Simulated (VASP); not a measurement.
A run of VASP 6.6.1 is set up as follows.

Contents of INCAR:

```
PREC = Accurate
ENCUT = 520
EDIFF = 1E-7
ISMEAR = -1
SIGMA = 0.1
LREAL = False
LASPH = True
NELM = 150
ALGO = Normal
ISIF = 2
LWAVE = False
LCHARG = False
ISPIN = 2
MAGMOM = 7 0 0 0
LORBIT = 11
LMAXMIX = 6
GGA = PS
NBANDS = 40
```

Contents of KPOINTS:

```
Automatic mesh
0
Gamma
  5 5 5
```

File POSCAR:

```
EuIn3
1.0
    4.8708642962      0.0000000000      0.0000000000
    0.0000000000      4.8708642962      0.0000000000
    0.0000000000      0.0000000000      4.8708642962
Eu In
1 3
Direct
    0.0000000000      0.0000000000      0.0000000000
    0.0000000000      0.5000000000      0.5000000000
    0.5000000000      0.5000000000      0.0000000000
    0.5000000000      0.0000000000      0.5000000000
```

Potentials or basis: VASP PAW PBE potentials, release 64 (Eu, In_d).

Launch:

```sh
$ cat potpaw_PBE.64/Eu/POTCAR potpaw_PBE.64/In_d/POTCAR > POTCAR
$ mpirun -np 1 vasp_std > vasp.out
```

(1) What does it give for the site moments?

(2) Predict the net moment.

(3) Predict the pressure.

Results:

(1) Eu +6.53; In -0.00 μB.

(2) 6.95 μB per cell.

(3) -5.0 GPa.

Caveat: the cell stands under tension; the PAW data sets were made with another functional, which shifts forces and pressure a little.
